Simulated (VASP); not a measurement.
# Ta3Cu (I4/mmm) in VASP: notebook

Runs on Ta3Cu. Level: PBEsol. Tasks: single point.

Everything below comes from runs of VASP 6.6.1. Logs are shortened: lines on timing, memory, paths and dates and some standing lists are left out, and cuts for length are marked.

**1. The cell of the first run**

Symmetry: I4/mmm, No. 139, tetragonal system. Conventional cell: a = 4.066 Å, b = 4.066 Å, c = 8.527 Å, α = 90.00°, β = 90.00°, γ = 90.00°. Within 3.8 Å of Ta (site symmetry 4/mmm) lie 4 Cu at 2.87 Å and 8 Ta at 2.95 Å. Ta (site symmetry -4m2) has 8 Ta at 2.87 to 2.95 Å and 4 Cu at 2.95 Å within 3.8 Å. Within 3.8 Å of Cu (site symmetry 4/mmm) lie 12 Ta at 2.87 to 2.95 Å.

**2. Single point, PBEsol**

Input file INCAR:

```
  ALGO = Fast
  EDIFF = 1E-6
  ENCUT = 520
  GGA = PS
  ISIF = 2
  ISMEAR = -1
  LASPH = True
  LCHARG = True
  LELF = True
  LREAL = False
  LVHAR = True
  LWAVE = False
  NBANDS = 30
  NELM = 80
  PREC = Accurate
  SIGMA = 0.05
```

Input file KPOINTS:

```
k-points
0
Gamma
  9 9 9
```

Input file POSCAR:

```
Ta3Cu
1.0
   -2.0329114359      2.0329114359      4.2635470084
    2.0329114359     -2.0329114359      4.2635470084
    2.0329114359      2.0329114359     -4.2635470084
Ta Cu
3 1
Direct
    0.5000000000      0.5000000000      0.0000000000
    0.2500000000      0.7500000000      0.5000000000
    0.7500000000      0.2500000000      0.5000000000
    0.0000000000      0.0000000000      0.0000000000
```

Potentials or basis: VASP PAW PBE potentials, release 64 (Ta_pv, Cu).

Launch:

```bash
$ cat potpaw_PBE.64/Ta_pv/POTCAR potpaw_PBE.64/Cu/POTCAR > POTCAR
$ mpirun -np 1 vasp_std > vasp.out
```

OUTCAR:

```text
EDIFF = 1E-6
   ENCUT = 520
   GGA = PS
   ISIF = 2
   ISMEAR = -1
   LASPH = True
   LREAL = False
   NELM = 80
   PREC = Accurate

 ion  position               nearest neighbor table
   1  0.500  0.500  0.000-   4 2.87   4 2.87   4 2.87   4 2.87   3 2.95   2 2.95   3 2.95   3 2.95
                             2 2.95   2 2.95   3 2.95   2 2.95
   2  0.250  0.750  0.500-   3 2.87   3 2.87   3 2.87   3 2.87   4 2.95   1 2.95   4 2.95   1 2.95
                             4 2.95   4 2.95   1 2.95   1 2.95
   3  0.750  0.250  0.500-   2 2.87   2 2.87   2 2.87   2 2.87   4 2.95   1 2.95   4 2.95   4 2.95
                             1 2.95   1 2.95   4 2.95   1 2.95
   4  0.000  0.000  0.000-   1 2.87   1 2.87   1 2.87   1 2.87   3 2.95   2 2.95   3 2.95   2 2.95
                             3 2.95   3 2.95   2 2.95   2 2.95

  LATTYP: Found a body centered tetragonal cell.
 ALAT       =     4.0658228718
 C/A-ratio  =     2.0972615595

  Lattice vectors:

 A1 = (  -2.0329114359,   2.0329114359,   4.2635470084)
 A2 = (   2.0329114359,  -2.0329114359,   4.2635470084)
 A3 = (   2.0329114359,   2.0329114359,  -4.2635470084)

Analysis of symmetry for initial positions (statically):
=====================================================================
 Subroutine PRICEL returns:
 Original cell was already a primitive cell.

 Routine SETGRP: Setting up the symmetry group for a
 body centered tetragonal supercell.

 Subroutine GETGRP returns: Found 16 space group operations
 (whereof 16 operations were pure point group operations)
 out of a pool of 16 trial point group operations.

The static configuration has the point symmetry D_4h.

Analysis of symmetry for dynamics (positions and initial velocities):
=====================================================================
 Subroutine PRICEL returns:
 Original cell was already a primitive cell.

 Routine SETGRP: Setting up the symmetry group for a
 body centered tetragonal supercell.

 Subroutine GETGRP returns: Found 16 space group operations
 (whereof 16 operations were pure point group operations)
 out of a pool of 16 trial point group operations.

The dynamic configuration has the point symmetry D_4h.

 Subroutine INISYM returns: Found 16 space group operations
 (whereof 16 operations are pure point group operations),
 and found     1 'primitive' translations

----------------------------------------------------------------------------------------

                                     Primitive cell

  volume of cell :      70.4803

  direct lattice vectors                    reciprocal lattice vectors
    -2.032911436  2.032911436  4.263547008     0.000000000  0.245952672  0.117273247
     2.032911436 -2.032911436  4.263547008     0.245952672  0.000000000  0.117273247
     2.032911436  2.032911436 -4.263547008     0.245952672  0.245952672  0.000000000

  length of vectors
     5.142304046  5.142304046  5.142304046     0.272480699  0.272480699  0.347829605

  position of ions in fractional coordinates (direct lattice)
     0.500000000  0.500000000  0.000000000
     0.250000000  0.750000000  0.500000000
     0.750000000  0.250000000  0.500000000
     0.000000000  0.000000000  0.000000000

  ion indices of the primitive-cell ions
   primitive index   ion index
                 1           1
                 2           2
                 3           3
                 4           4

----------------------------------------------------------------------------------------

 KPOINTS: k-points

Automatic generation of k-mesh.
 Grid dimensions read from file:
 generate k-points for:    9    9    9

 Generating k-lattice:

  Cartesian coordinates                     Fractional coordinates (reciprocal lattice)
     0.000000000  0.027328075  0.013030361     0.111111111  0.000000000 -0.000000000
     0.027328075  0.000000000  0.013030361     0.000000000  0.111111111 -0.000000000
     0.027328075  0.027328075  0.000000000     0.000000000  0.000000000  0.111111111

  Length of vectors
     0.030275633  0.030275633  0.038647734

  Shift w.r.t. Gamma in fractional coordinates (k-lattice)
     0.000000000  0.000000000  0.000000000

 Subroutine IBZKPT returns following result:
 ===========================================

 Found     75 irreducible k-points:

 Following reciprocal coordinates:
            Coordinates               Weight
  0.000000  0.000000  0.000000      1.000000
  0.111111 -0.000000  0.000000      8.000000
  0.222222  0.000000  0.000000      8.000000
  0.333333 -0.000000  0.000000      8.000000
  0.444444  0.000000  0.000000      8.000000
  0.111111  0.111111  0.000000      8.000000
[... 16 lines left out ...]
 -0.333333  0.333333  0.000000      4.000000
  0.444444  0.444444  0.000000      8.000000
 [... further k-points ...]
   k-points           NKPTS =     75   k-points in BZ     NKDIM =     75   number of bands    NBANDS=     30
   number of dos      NEDOS =    301   number of ions     NIONS =      4
   total plane-waves  NPLWV =  64000
   dimension x,y,z NGX =    40 NGY =   40 NGZ =   40
   dimension x,y,z NGXF=    80 NGYF=   80 NGZF=   80
   ions per type =               3   1
   NGX,Y,Z   is equivalent  to a cutoff of  12.93, 12.93, 12.93 a.u.
   NGXF,Y,Z  is equivalent  to a cutoff of  25.86, 25.86, 25.86 a.u.
 SYSTEM =  unknown system
   PREC   = accura    normal or accurate (medium, high low for compatibility)
   ISTART =      0    job   : 0-new  1-cont  2-samecut
   ICHARG =      2    charge: 1-file 2-atom 10-const
   ISPIN  =      1    spin polarized calculation?
   LNONCOLLINEAR =      F non collinear calculations
   LSORBIT =      F    spin-orbit coupling
   LASPH  =      T    aspherical Exc in radial PAW
   ENCUT  =  520.0 eV  38.22 Ry    6.18 a.u.   9.56  9.56  9.56*2*pi/ulx,y,z
   NELM   =     80;   NELMIN=  2; NELMDL= -5     # of ELM steps
   EDIFF  = 0.1E-05   stopping-criterion for ELM
   LREAL  =      F    real-space projection
   EDIFFG = 0.1E-04   stopping-criterion for IOM
   NSW    =      0    number of steps for IOM
   IBRION =     -1    ionic relax: 0-MD 1-quasi-New 2-CG
   NFREE  =      0    steps in history (QN), initial steepest desc. (CG)
   ISIF   =      2    stress and relaxation
   ISYM   =      2    0-nonsym 1-usesym 2-fastsym
   POTIM  = 0.5000    time-step for ionic-motion
   TEBEG  =    0.0;   TEEND  =   0.0 temperature during run
   PSTRESS=    0.0 pullay stress
   NELECT =      44.0000    total number of electrons
   NUPDOWN=      -1.0000    fix difference up-down
   EMIN   =  10.00;   EMAX   =-10.00  energy-range for DOS
   EFERMI =   0.00;   METHOD = LEGACY
   ISMEAR =    -1;   SIGMA  =   0.05  broadening in eV -4-tet -1-fermi 0-gaus
   EFERMI_NEDOS =   21; number of points for ismear=-14 and -15
   IALGO  =     68    algorithm
   IMIX   =      4    mixing-type and parameters
     AMIX     =   0.40;   BMIX     =  1.00
     AMIX_MAG =   1.60;   BMIX_MAG =  1.00
  volume/ion in A,a.u.               =      17.62       118.91
  Fermi-wavevector in a.u.,A,eV,Ry     =   1.399168  2.644043 26.635716  1.957670
  Thomas-Fermi vector in A             =   2.522254
   LORBIT       =      0    0 simple, 1 ext, 2 COOP (PROOUT), +10 PAW based schemes
   GGA     = PS    functional components
   LHFCALC =     F    Hartree Fock is set to
   AEXX    =    0.0000 exact exchange contribution
   IVDW    =     0    specifies the selected vdW correction
   LEPSILON=     F    determine dielectric tensor
   LRPA    =     F    only Hartree local field effects (RPA)
 non-spin polarized calculation
 RMM-DIIS sequential band-by-band and
  energy-cutoff  :      520.00
  volume of cell :       70.48
 maximum number of plane-waves:      1927
 NGX is ok and might be reduce to    40
   NGX = 19   NGY = 19   NGZ = 19

 number of electron      43.9999996 magnetization

 Free energy of the ion-electron system (eV)
  ---------------------------------------------------
  ext. energy  EPLUGINS =         0.00000000
  ---------------------------------------------------
  free energy    TOTEN  =       -41.09128488 eV

  energy without entropy =      -41.05641604  energy(sigma->0) =      -41.07385046

 E-fermi :   5.4753     XC(G=0): -12.4026

 val. band max:        5.4572322827   @ k =  -0.2222   0.3333   0.1111
 cond. band min:       5.4857869088   @ k =   0.3333   0.3333   0.1111
 fundamental gap:      0.0285546261
 Fermi energy:         5.4753054610

 k-point     1 :       0.0000    0.0000    0.0000
  band No.  band energies     occupation
      1     -29.1171      2.00000
      2     -28.9760      2.00000
      3     -28.9760      2.00000
      4     -28.8217      2.00000
      5     -28.8217      2.00000
      6     -28.6765      2.00000
[... 22 lines left out ...]
     29       9.5844      0.00000
     30      10.6176      0.00000

 k-point     2 :       0.1111   -0.0000    0.0000
  band No.  band energies     occupation
      1     -29.1115      2.00000
      2     -28.9663      2.00000
      3     -28.9631      2.00000
      4     -28.8421      2.00000
      5     -28.8139      2.00000
      6     -28.6468      2.00000
[... 22 lines left out ...]
     29       9.9305      0.00000
     30      10.3045      0.00000

 k-point     3 :       0.2222    0.0000    0.0000
  band No.  band energies     occupation
      1     -29.0859      2.00000
      2     -28.9652      2.00000
      3     -28.9433      2.00000
      4     -28.8350      2.00000
      5     -28.7868      2.00000
      6     -28.5985      2.00000
[... 22 lines left out ...]
     29       9.5291      0.00000
     30      10.1979      0.00000

 k-point     4 :       0.3333   -0.0000    0.0000
  band No.  band energies     occupation
      1     -29.0525      2.00000
      2     -28.9689      2.00000
      3     -28.9211      2.00000
      4     -28.7848      2.00000
      5     -28.7345      2.00000
      6     -28.5667      2.00000
[... 616 lines left out ...]
     29       9.0419      0.00000
     30       9.6088      0.00000

 k-point    23 :      -0.3333    0.3333    0.0000
  band No.  band energies     occupation
      1     -29.1963      2.00000
      2     -29.0558      2.00000
      3     -28.9252      2.00000
      4     -28.8341      2.00000
      5     -28.7695      2.00000
      6     -28.4858      2.00000
[... 22 lines left out ...]
     29       8.8138      0.00000
     30      10.1880      0.00000

 k-point    24 :       0.4444    0.4444    0.0000
  band No.  band energies     occupation
      1     -29.2111      2.00000
      2     -29.1156      2.00000
      3     -29.0560      2.00000
      4     -28.8421      2.00000
      5     -28.7147      2.00000
      6     -28.4563      2.00000
[... 22 lines left out ...]
     29       9.2897      0.00000
     30       9.3168      0.00000

 [... further k-points ...]

------------------------ aborting loop because EDIFF is reached ----------------------------------------

  FORCE on cell =-STRESS in cart. coord.  units (eV):
  Direction    XX          YY          ZZ          XY          YZ          ZX
  --------------------------------------------------------------------------------------
  -------------------------------------------------------------------------------------
  Total       -5.3281567     -5.3281567     -5.4503046      0.0000000     -0.0000000      0.0000000
  in kB     -121.1210447   -121.1210447   -123.8977420      0.0000000     -0.0000000      0.0000000
  external PRESSURE =    -122.0466105 kB  Pullay stress =       0.0000000 kB

 VOLUME and BASIS-vectors are now :
 -----------------------------------------------------------------------------
  energy-cutoff  :      520.00
  volume of cell :       70.48
      direct lattice vectors                 reciprocal lattice vectors
    -2.032911436  2.032911436  4.263547008     0.000000000  0.245952672  0.117273247
     2.032911436 -2.032911436  4.263547008     0.245952672  0.000000000  0.117273247
     2.032911436  2.032911436 -4.263547008     0.245952672  0.245952672  0.000000000

 POSITION                                       TOTAL-FORCE (eV/Angst)
 -----------------------------------------------------------------------------------
      0.00000      0.00000      4.26355        -0.000000     -0.000000      0.000000
      2.03291      0.00000      2.13177         0.000000     -0.000000      0.000000
      0.00000      2.03291      2.13177        -0.000000      0.000000     -0.000000
      0.00000      0.00000      0.00000        -0.000000     -0.000000      0.000000
 -----------------------------------------------------------------------------------
    total drift:                               -0.000000     -0.000000      0.000000

  FREE ENERGIE OF THE ION-ELECTRON SYSTEM (eV)
  ---------------------------------------------------
  free  energy   TOTEN  =       -41.0912848763 eV

  energy  without entropy=      -41.0564160353  energy(sigma->0) =      -41.07385046
```

Run time: 2.8 min. Hardware: 1 thread of Intel Xeon 6975P-C (Granite Rapids), shared host; peak memory 0.34 GiB.

Results:

| Property | Result |
| --- | --- |
| Free energy | -41.0913 eV |
| Pressure | -12.2 GPa |
| Band gap on the k mesh | zero (band 22 reaches 6.27 eV, above the bottom of band 23 at 5.04 eV) |

Caveat: the PAW data sets were made with another functional, which shifts forces and pressure a little; spin-orbit coupling is left out, which moves the levels of the heavy elements.

(Part 1 of 2 ends here.)
